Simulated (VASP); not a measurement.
# Ge in VASP: further runs

Runs on Ge. Level: PBE. Tasks: single point.

All numbers are computed with VASP 6.6.1; they aren't measurements. Logs are shortened: lines on timing, memory, paths and dates and some standing lists are left out, and cuts for length are marked.

## Step 1: The cell of the first run

The cell holds a slab with vacuum, 2 atoms: a = 4.246 Å, b = 4.246 Å, c = 28.000 Å, α = 90.00°, β = 90.00°, γ = 120.00°.

## Step 2: Single point, PBE

The input, INCAR:

```
SYSTEM = Ge
PREC = Accurate
ENCUT = 520
EDIFF = 1E-7
ISMEAR = 0
SIGMA = 0.1
LREAL = .False.
LASPH = .True.
NELM = 80
ALGO = Normal
ISIF = 2
LWAVE = .False.
LCHARG = .False.
LDIPOL = .True.
IDIPOL = 3
DIPOL = 0.5 0.5 0.500
GGA = PE
NBANDS = 21
```

The input, KPOINTS:

```
regular mesh
0
Gamma
  12 12 1
  0 0 0
```

The input, POSCAR:

```
Ge
1.0
    4.2460000000      0.0000000000      0.0000000000
   -2.1230000000      3.6771438645      0.0000000000
    0.0000000000      0.0000000000     28.0000000000
Ge
2
Direct
    0.3333333333      0.6666666667      0.5051964286
    0.6666666667      0.3333333333      0.4948035714
```

Potentials or basis: VASP PAW PBE potentials, release 64 (Ge_d).

Launch:

```console
$ cat potpaw_PBE.64/Ge_d/POTCAR > POTCAR
$ mpirun -np 1 vasp_std > vasp.out
```

OUTCAR:

```text
SYSTEM = Ge
   PREC = Accurate
   ENCUT = 520
   EDIFF = 1E-7
   ISMEAR = 0
   LREAL = .False.
   LASPH = .True.
   NELM = 80
   ISIF = 2
   GGA = PE

 ion  position               nearest neighbor table
   1  0.333  0.667  0.505-   2 2.47   2 2.47   2 2.47
   2  0.667  0.333  0.495-   1 2.47   1 2.47   1 2.47

  LATTYP: Found a hexagonal cell.
 ALAT       =     4.2460000000
 C/A-ratio  =     6.5944418276

  Lattice vectors:

 A1 = (   4.2460000000,   0.0000000000,   0.0000000000)
 A2 = (  -2.1230000000,   3.6771438645,   0.0000000000)
 A3 = (   0.0000000000,   0.0000000000,  28.0000000000)

Analysis of symmetry for initial positions (statically):
=====================================================================
 Subroutine PRICEL returns:
 Original cell was already a primitive cell.

 Routine SETGRP: Setting up the symmetry group for a
 hexagonal supercell.

 Subroutine GETGRP returns: Found 12 space group operations
 (whereof 12 operations were pure point group operations)
 out of a pool of 24 trial point group operations.

The static configuration has the point symmetry D_3d.

Analysis of symmetry for dynamics (positions and initial velocities):
=====================================================================
 Subroutine PRICEL returns:
 Original cell was already a primitive cell.

 Routine SETGRP: Setting up the symmetry group for a
 hexagonal supercell.

 Subroutine GETGRP returns: Found 12 space group operations
 (whereof 12 operations were pure point group operations)
 out of a pool of 24 trial point group operations.

The dynamic configuration has the point symmetry D_3d.

 Subroutine INISYM returns: Found 12 space group operations
 (whereof 12 operations are pure point group operations),
 and found     1 'primitive' translations

----------------------------------------------------------------------------------------

                                     Primitive cell

  volume of cell :     437.1683

  direct lattice vectors                    reciprocal lattice vectors
     4.246000000  0.000000000  0.000000000     0.235515780  0.135975099  0.000000000
    -2.123000000  3.677143865  0.000000000     0.000000000  0.271950197  0.000000000
     0.000000000  0.000000000 28.000000000     0.000000000  0.000000000  0.035714286

  length of vectors
     4.246000000  4.246000000 28.000000000     0.271950197  0.271950197  0.035714286

  position of ions in fractional coordinates (direct lattice)
     0.333333333  0.666666667  0.505196429
     0.666666667  0.333333333  0.494803571

  ion indices of the primitive-cell ions
   primitive index   ion index
                 1           1
                 2           2

----------------------------------------------------------------------------------------

 KPOINTS: regular mesh

Automatic generation of k-mesh.
 Grid dimensions read from file:
 generate k-points for:   12   12    1

 Generating k-lattice:

  Cartesian coordinates                     Fractional coordinates (reciprocal lattice)
     0.019626315  0.011331258  0.000000000     0.083333333 -0.000000000  0.000000000
     0.000000000  0.022662516  0.000000000     0.000000000  0.083333333  0.000000000
     0.000000000  0.000000000  0.035714286     0.000000000  0.000000000  1.000000000

  Length of vectors
     0.022662516  0.022662516  0.035714286

  Shift w.r.t. Gamma in fractional coordinates (k-lattice)
     0.000000000  0.000000000  0.000000000

 Subroutine IBZKPT returns following result:
 ===========================================

 Found     19 irreducible k-points:

 Following reciprocal coordinates:
            Coordinates               Weight
  0.000000  0.000000  0.000000      1.000000
  0.083333 -0.000000  0.000000      6.000000
  0.166667 -0.000000  0.000000      6.000000
  0.250000 -0.000000  0.000000      6.000000
  0.333333 -0.000000  0.000000      6.000000
  0.416667 -0.000000  0.000000      6.000000
[... 11 lines left out ...]
  0.333333  0.250000  0.000000     12.000000
  0.333333  0.333333  0.000000      2.000000
   k-points           NKPTS =     19   k-points in BZ     NKDIM =     19   number of bands    NBANDS=     21
   number of dos      NEDOS =    301   number of ions     NIONS =      2
   total plane-waves  NPLWV = 215040
   dimension x,y,z NGX =    32 NGY =   32 NGZ =  210
   dimension x,y,z NGXF=    64 NGYF=   64 NGZF=  420
   ions per type =               2
   NGX,Y,Z   is equivalent  to a cutoff of  12.53, 12.53, 12.47 a.u.
   NGXF,Y,Z  is equivalent  to a cutoff of  25.06, 25.06, 24.94 a.u.
 SYSTEM =  Ge
   PREC   = accura    normal or accurate (medium, high low for compatibility)
   ISTART =      0    job   : 0-new  1-cont  2-samecut
   ICHARG =      2    charge: 1-file 2-atom 10-const
   ISPIN  =      1    spin polarized calculation?
   LNONCOLLINEAR =      F non collinear calculations
   LSORBIT =      F    spin-orbit coupling
   LASPH  =      T    aspherical Exc in radial PAW
   ENCUT  =  520.0 eV  38.22 Ry    6.18 a.u.   7.89  7.89 52.06*2*pi/ulx,y,z
   NELM   =     80;   NELMIN=  2; NELMDL= -5     # of ELM steps
   EDIFF  = 0.1E-06   stopping-criterion for ELM
   LREAL  =      F    real-space projection
   EDIFFG = 0.1E-05   stopping-criterion for IOM
   NSW    =      0    number of steps for IOM
   IBRION =     -1    ionic relax: 0-MD 1-quasi-New 2-CG
   NFREE  =      0    steps in history (QN), initial steepest desc. (CG)
   ISIF   =      2    stress and relaxation
   ISYM   =      2    0-nonsym 1-usesym 2-fastsym
   POTIM  = 0.5000    time-step for ionic-motion
   TEBEG  =    0.0;   TEEND  =   0.0 temperature during run
   PSTRESS=    0.0 pullay stress
   NELECT =      28.0000    total number of electrons
   NUPDOWN=      -1.0000    fix difference up-down
   EMIN   =  10.00;   EMAX   =-10.00  energy-range for DOS
   EFERMI =   0.00;   METHOD = LEGACY
   ISMEAR =     0;   SIGMA  =   0.10  broadening in eV -4-tet -1-fermi 0-gaus
   EFERMI_NEDOS =   21; number of points for ismear=-14 and -15
   IALGO  =     38    algorithm
   IMIX   =      4    mixing-type and parameters
     AMIX     =   0.40;   BMIX     =  1.00
     AMIX_MAG =   1.60;   BMIX_MAG =  1.00
  volume/ion in A,a.u.               =     218.58      1475.08
  Fermi-wavevector in a.u.,A,eV,Ry     =   0.655005  1.237780  5.837329  0.429032
  Thomas-Fermi vector in A             =   1.725743
   LORBIT       =      0    0 simple, 1 ext, 2 COOP (PROOUT), +10 PAW based schemes
   GGA     = PE    functional components
   LHFCALC =     F    Hartree Fock is set to
   AEXX    =    0.0000 exact exchange contribution
   IVDW    =     0    specifies the selected vdW correction
   LEPSILON=     F    determine dielectric tensor
   LRPA    =     F    only Hartree local field effects (RPA)
 non-spin polarized calculation
 Gauss-broadening in eV      SIGMA  =   0.10
  energy-cutoff  :      520.00
  volume of cell :      437.17
 maximum number of plane-waves:     11808
 NGX is ok and might be reduce to    32
   NGX = 15   NGY = 15   NGZ =105

 number of electron      27.9999985 magnetization

 dipolmoment           0.000000      0.000000     -0.000000 electrons x Angstroem

 Free energy of the ion-electron system (eV)
  ---------------------------------------------------
  ext. energy  EPLUGINS =         0.00000000
  ---------------------------------------------------
  free energy    TOTEN  =        -7.84370583 eV

  energy without entropy =       -7.83778362  energy(sigma->0) =       -7.84074472

 E-fermi :  -3.8220     XC(G=0):  -1.5642

 val. band max:       -3.8594525087   @ k =   0.3333   0.2500   0.0000
 cond. band min:      -3.3682557263   @ k =   0.3333   0.3333   0.0000
 fundamental gap:      0.4911967824
 Fermi energy:        -3.8220382249

 k-point     1 :       0.0000    0.0000    0.0000
  band No.  band energies     occupation
      1     -28.4814      2.00000
      2     -28.4616      2.00000
      3     -28.4616      2.00000
      4     -28.4378      2.00000
      5     -28.4378      2.00000
      6     -28.3169      2.00000
[... 13 lines left out ...]
     20       1.0144      0.00000
     21       1.3199      0.00000

 k-point     2 :       0.0833   -0.0000    0.0000
  band No.  band energies     occupation
      1     -28.4824      2.00000
      2     -28.4697      2.00000
      3     -28.4686      2.00000
      4     -28.4349      2.00000
      5     -28.4332      2.00000
      6     -28.3253      2.00000
[... 13 lines left out ...]
     20       1.0498      0.00000
     21       1.2355      0.00000

 k-point     3 :       0.1667   -0.0000    0.0000
  band No.  band energies     occupation
      1     -28.4896      2.00000
      2     -28.4855      2.00000
      3     -28.4779      2.00000
      4     -28.4324      2.00000
      5     -28.4245      2.00000
      6     -28.3359      2.00000
[... 13 lines left out ...]
     20       1.0650      0.00000
     21       1.3645      0.00000

 k-point     4 :       0.2500   -0.0000    0.0000
  band No.  band energies     occupation
      1     -28.5048      2.00000
      2     -28.5017      2.00000
      3     -28.4801      2.00000
      4     -28.4327      2.00000
      5     -28.4147      2.00000
      6     -28.3469      2.00000
[... 13 lines left out ...]
     20       1.5843      0.00000
     21       1.7424      0.00000

 k-point     5 :       0.3333   -0.0000    0.0000
  band No.  band energies     occupation
      1     -28.5188      2.00000
      2     -28.5152      2.00000
      3     -28.4806      2.00000
      4     -28.4344      2.00000
      5     -28.4044      2.00000
      6     -28.3579      2.00000
[... 13 lines left out ...]
     20       2.2830      0.00000
     21       2.6736      0.00000
[... 262 lines left out ...]
     20       2.8623      0.00000
     21       3.7104      0.00000

 k-point    17 :       0.2500    0.2500    0.0000
  band No.  band energies     occupation
      1     -28.5538      2.00000
      2     -28.4968      2.00000
      3     -28.4841      2.00000
      4     -28.4373      2.00000
      5     -28.3923      2.00000
      6     -28.3645      2.00000
[... 13 lines left out ...]
     20       2.9678      0.00000
     21       3.1256      0.00000

 k-point    18 :       0.3333    0.2500    0.0000
  band No.  band energies     occupation
      1     -28.5614      2.00000
      2     -28.4950      2.00000
      3     -28.4850      2.00000
      4     -28.4388      2.00000
      5     -28.3843      2.00000
      6     -28.3717      2.00000
[... 13 lines left out ...]
     20       3.3736      0.00000
     21       3.6750      0.00000

 k-point    19 :       0.3333    0.3333    0.0000
  band No.  band energies     occupation
      1     -28.5651      2.00000
      2     -28.4891      2.00000
      3     -28.4891      2.00000
      4     -28.4395      2.00000
      5     -28.3776      2.00000
      6     -28.3776      2.00000
[... 13 lines left out ...]
     20       3.2457      0.00000
     21       3.2457      0.00000

------------------------ aborting loop because EDIFF is reached ----------------------------------------

 vacuum level on the upper side and lower side of the slab       (xc-potential included)        -0.007        -0.007

  FORCE on cell =-STRESS in cart. coord.  units (eV):
  Direction    XX          YY          ZZ          XY          YZ          ZX
  --------------------------------------------------------------------------------------
  -------------------------------------------------------------------------------------
  Total       -1.8121741     -1.8121741      0.1137588      0.0000000     -0.0000000      0.0000000
  in kB       -6.6414341     -6.6414341      0.4169145      0.0000000     -0.0000000      0.0000000
  external PRESSURE =      -4.2886512 kB  Pullay stress =       0.0000000 kB

 VOLUME and BASIS-vectors are now :
 -----------------------------------------------------------------------------
  energy-cutoff  :      520.00
  volume of cell :      437.17
      direct lattice vectors                 reciprocal lattice vectors
     4.246000000  0.000000000  0.000000000     0.235515780  0.135975099  0.000000000
    -2.123000000  3.677143865  0.000000000     0.000000000  0.271950197  0.000000000
     0.000000000  0.000000000 28.000000000     0.000000000  0.000000000  0.035714286

 POSITION                                       TOTAL-FORCE (eV/Angst)
 -----------------------------------------------------------------------------------
     -0.00000      2.45143     14.14550         0.000000      0.000000      0.444886
      2.12300      1.22571     13.85450        -0.000000     -0.000000     -0.444886
 -----------------------------------------------------------------------------------
    total drift:                               -0.000000      0.000000      0.000000

  FREE ENERGIE OF THE ION-ELECTRON SYSTEM (eV)
  ---------------------------------------------------
  free  energy   TOTEN  =        -7.8437058310 eV

  energy  without entropy=       -7.8377836153  energy(sigma->0) =       -7.84074472

 vacuum level on the upper side and lower side of the slab         0.999         0.999
```

Wall time 3.3 min (1 thread of Intel Xeon Platinum 8488C (Sapphire Rapids), shared host); peak memory 0.54 GiB.

Results:

| Quantity | Value |
| --- | --- |
| Free energy | -7.8437 eV |
| Largest force | 0.445 eV/Å |
| Band gap on the k mesh | zero (band 14 reaches -3.37 eV, above the bottom of band 15 at -4.90 eV) |

Forces on the atoms (eV/Å):
```
Ge   0.000  0.000  0.445
Ge   0.000  0.000 -0.445
```

(Continued in part 2 of 3.)
